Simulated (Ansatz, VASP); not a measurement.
# GaP: VASP beside Ansatz

```xyz
2
Lattice="0.0000 2.7525 2.7252 2.7525 0.0000 2.7252 2.7525 2.7525 0.0000" Properties=species:S:1:pos:R:3 pbc="T T T"
Ga    0.0000    0.0000    0.0000
P     1.3763    1.3763    1.3626
```

Alike in both runs: task single point; functional PBE; k mesh 6 × 6 × 6; occupations gaussian, width 0.02 eV; no spin polarisation.

|  | VASP | Ansatz |
| --- | --- | --- |
| version | VASP 6.6.1 | Ansatz 0.2.0 |
| potentials or method | VASP PAW PBE potentials, release 64 (Ga_d, P), cutoff 500 eV | plane waves, PAW |
| valence electrons in the cell | 18 | 18 |

```csv
,VASP,Ansatz,Ansatz less VASP
pressure (GPa),0.8,0.8,+0.08
"traceless stress, the component that is largest in VASP (GPa)",0.48,0.48,-0.001
```

The functional is the same, so the differences come from potentials, cutoffs and numerics.
